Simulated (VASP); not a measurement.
# Hg (Fm-3m) in VASP: settings compared, part 2 of 2

VASP 6.6.1. Earlier steps stand in the parts before.

## (4) Single point, PBE+U

INCAR

```
SYSTEM = Hg
ALGO     = Normal         ! electronic algorithm
EDIFF    = 1E-6           ! SCF threshold, eV
ENCUT    = 500            ! plane-wave cutoff, eV
GGA      = PE             ! functional
GGA_COMPAT= .False.      
ISIF     = 2              ! what is computed and relaxed
ISMEAR   = 0              ! smearing method
LASPH    = .True.         ! aspherical terms in the spheres
LCHARG   = .False.        ! write CHGCAR
LDAU     = .True.         ! DFT+U
LDAUJ    = 0.63         
LDAUL    = 2              ! shell
LDAUPRINT= 1            
LDAUTYPE = 1            
LDAUU    = 8.5            ! U, eV
LREAL    = .False.        ! projectors in reciprocal space
LWAVE    = .False.        ! write WAVECAR
NBANDS   = 16             ! bands
NELM     = 200            ! most SCF steps
PREC     = Accurate       ! precision mode
SIGMA    = 0.1            ! smearing width, eV
```

KPOINTS

```
k-points
0
Gamma
  8 8 8
  0 0 0
```

POSCAR

```
Hg
1.0
    0.0000000000      2.3919113801      2.3919113801
    2.3919113801      0.0000000000      2.3919113801
    2.3919113801      2.3919113801      0.0000000000
Hg
1
Direct
    0.0000000000      0.0000000000      0.0000000000
```

Launch:

```bash
> cat potpaw_PBE.64/Hg_sv_GW/POTCAR > POTCAR
> mpirun -np 1 vasp_std > vasp.out
```

Wall time 11 s (1 thread of Intel Xeon Platinum 8488C (Sapphire Rapids), shared host); peak memory 0.16 GiB.

It converged, with:

```yaml
Free_energy: 3.3423 eV
Pressure: 1.9 GPa
Band_gap_on_the_k_mesh: zero (band 10 reaches 4.50 eV, above the bottom of band 11 at 3.54 eV)
```

Levels at points of the mesh, in eV from the Fermi level:
```csv
k point,band 7,band 8,band 9,band 10,band 11,band 12,band 13,band 14
"(0.00, 0.00, 0.00)",-8.76,-8.35,-8.35,-7.80,12.74,13.42,13.42,13.42
"(0.50, 0.00, 0.00)",-8.75,-8.00,-8.00,-2.08,-0.94,11.33,11.33,12.11
"(0.50, 0.50, 0.00)",-8.02,-7.90,-7.90,-0.07,0.30,6.62,6.62,10.08
```

Eigenvalues of the final occupation matrices:
| site | spin | trace | eigenvalues |
| --- | --- | --- | --- |
| site 1 d | 1 | 4.54 | 0.91 0.91 0.91 0.91 0.91 |
| site 1 d | 2 | 4.54 | 0.91 0.91 0.91 0.91 0.91 |

Caveat: spin-orbit coupling is left out, which moves the levels of the heavy elements; U without spin polarisation on a metal has little footing; the U is typed as a test and isn't derived for this compound.

## (5) Relaxation of shape and atoms at fixed volume, PBE

INCAR

```
SYSTEM = Hg
ALGO = Normal
EDIFF = 1E-7
EDIFFG = -0.04
ENCUT = 500
GGA = PE
GGA_COMPAT = .False.
IBRION = 2
ISIF = 4
ISMEAR = 0
ISYM = 0
LASPH = .True.
LCHARG = .False.
LREAL = .False.
LWAVE = .False.
NELM = 120
NELMIN = 4
NSW = 50
PREC = Accurate
SIGMA = 0.1
```

KPOINTS

```
Automatic mesh
0
Gamma
  2 2 2
  0.5 0.5 0.5
```

POSCAR: that of step 4 with these lines changed.

```diff
@@ -8,2 +8,2 @@
 Direct
-    0.0000000000      0.0000000000      0.0000000000
+    0.0027775485     -0.0378331256      0.0593917693
```

Potentials or basis: VASP PAW PBE potentials, release 64 (Hg).

Launch:

```bash
> cat potpaw_PBE.64/Hg/POTCAR > POTCAR
> mpirun -np 1 vasp_std > vasp.out
```

It took 5.8 s on 1 thread of Intel Xeon Platinum 8259CL at 2.50GHz (Skylake/Cascade Lake), shared host; peak memory 0.15 GiB.

The run converged, but its numbers aren't listed here, since they failed a check.

Caveat: the k points lie up to 1.14 Å⁻¹ apart in the final cell; the relaxation stopped at its first step, so nothing moved; the mesh shows a gap though the element is a metal; spin-orbit coupling is left out, which moves the levels of the heavy elements.

## (6) Single point, PBE

INCAR

```
ALGO = Normal
EDIFF = 1E-6
ENCUT = 500
GGA = PE
GGA_COMPAT = False
ISIF = 2
ISMEAR = 0
LASPH = True
LCHARG = False
LREAL = False
LWAVE = False
NBANDS = 12
NELM = 120
PREC = Accurate
SIGMA = 0.1
```

KPOINTS

```
k-points
0
Gamma
  8 8 8
```

POSCAR: that of step 5 with these lines changed.

```diff
@@ -8,2 +8,2 @@
 Direct
-    0.0027775485     -0.0378331256      0.0593917693
+    0.7900000000      0.1160000000      0.5150000000
```

Potentials or basis: VASP PAW PBE potentials, release 64 (Hg).

Launch:

```bash
> cat potpaw_PBE.64/Hg/POTCAR > POTCAR
> mpirun -np 1 vasp_std > vasp.out
```

OUTCAR:

```text
EDIFF = 1E-6
   ENCUT = 500
   GGA = PE
   ISIF = 2
   ISMEAR = 0
   LASPH = True
   LREAL = False
   NELM = 120
   PREC = Accurate

 ion  position               nearest neighbor table
   1  0.790  0.116  0.515-

  LATTYP: Found a face centered cubic cell.
 ALAT       =     4.7838227602

  Lattice vectors:

 A1 = (   0.0000000000,   2.3919113801,   2.3919113801)
 A2 = (   2.3919113801,   0.0000000000,   2.3919113801)
 A3 = (   2.3919113801,   2.3919113801,   0.0000000000)

[... 540 lines left out ...]
     12      22.3303      0.00000

 [... further k-points ...]

------------------------ aborting loop because EDIFF is reached ----------------------------------------

  FORCE on cell =-STRESS in cart. coord.  units (eV):
  Direction    XX          YY          ZZ          XY          YZ          ZX
  --------------------------------------------------------------------------------------
  -------------------------------------------------------------------------------------
  Total        0.3278060      0.3278060      0.3278060      0.0000000     -0.0000000      0.0000000
  in kB       19.1894362     19.1894362     19.1894362      0.0000000     -0.0000000      0.0000000
  external PRESSURE =      19.1894362 kB  Pullay stress =       0.0000000 kB

 VOLUME and BASIS-vectors are now :
 -----------------------------------------------------------------------------
  energy-cutoff  :      500.00
  volume of cell :       27.37
      direct lattice vectors                 reciprocal lattice vectors
     0.000000000  2.391911380  2.391911380    -0.209037845  0.209037845  0.209037845
     2.391911380  0.000000000  2.391911380     0.209037845 -0.209037845  0.209037845
     2.391911380  2.391911380  0.000000000     0.209037845  0.209037845 -0.209037845

 POSITION                                       TOTAL-FORCE (eV/Angst)
 -----------------------------------------------------------------------------------
      1.50930      3.12144      2.16707         0.000000      0.000000      0.000000
 -----------------------------------------------------------------------------------
    total drift:                                0.000001     -0.000000      0.000000

  FREE ENERGIE OF THE ION-ELECTRON SYSTEM (eV)
  ---------------------------------------------------
  free  energy   TOTEN  =        -0.1534259024 eV

  energy  without entropy=       -0.1517143327  energy(sigma->0) =       -0.15257012
```

It took 9.9 s on 1 thread of Intel Xeon Platinum 8259CL at 2.50GHz (Skylake/Cascade Lake), shared host; peak memory 0.16 GiB.

Results:

* Free energy: -0.1534 eV
* Pressure: 1.9 GPa
* Band gap on the k mesh: zero (band 6 reaches 1.57 eV, above the bottom of band 7 at 0.69 eV)

Levels at points of the mesh, in eV from the Fermi level:
```
           k point  band 3  band 4  band 5  band 6  band 7  band 8  band 9  band 10
(0.00, 0.00, 0.00)   -6.49   -6.49   -6.03   -6.03   13.33   13.50   13.50    13.50
(0.50, 0.00, 0.00)   -6.49   -5.63   -5.63   -1.81   -0.91   11.34   11.34    12.62
(0.50, 0.50, 0.00)   -5.66   -5.52   -5.52   -0.02    0.30    6.65    6.65    10.50
```

Caveat: spin-orbit coupling is left out, which moves the levels of the heavy elements.

## (7) Overview

```tsv
level	potentials or basis	spin	U	cell	k mesh	smearing	second run	LDAUTYPE	hund's J	gap on the mesh (eV)	pressure (GPa)
PBE	VASP PAW PBE potentials, release 64 (Hg_sv_GW)	off	-	a = 3.383 Å, angles 60.0°, 1 atom	2 × 2 × 2, shifted	gaussian 0.1 eV	valence_matched	-	-	1.55	0.9
PBE	VASP PAW PBE potentials, release 64 (Hg_sv_GW)	non-collinear, zero start, SOC	-	a = 3.634 Å, angles 60.0°, 1 atom	1 × 2 × 4	gaussian 0.52 eV	valence_matched	-	-	-	-6.5
PBE+U	VASP PAW PBE potentials, release 64 (Hg_sv_GW)	off	Hg d U = 8.5 eV, J = 0.63 eV	a = 3.383 Å, angles 60.0°, 1 atom	8 × 8 × 8	gaussian 0.1 eV	valence_matched	1	0.63	none	1.9
PBE	VASP PAW PBE potentials, release 64 (Hg)	off	-	a = 3.383 Å, angles 60.0°, 1 atom	8 × 8 × 8	gaussian 0.1 eV	-	-	-	none	1.9
```

Alike in all rows: task single point; cutoff (eV) 500.

Caveats: some runs use coarse meshes; spin-orbit coupling is left out, which moves the levels of the heavy elements (some runs); U without spin polarisation on a metal has little footing (some runs); the U is typed as a test and isn't derived for this compound (some runs).

Absolute energies hang on the potentials; compare differences alone.
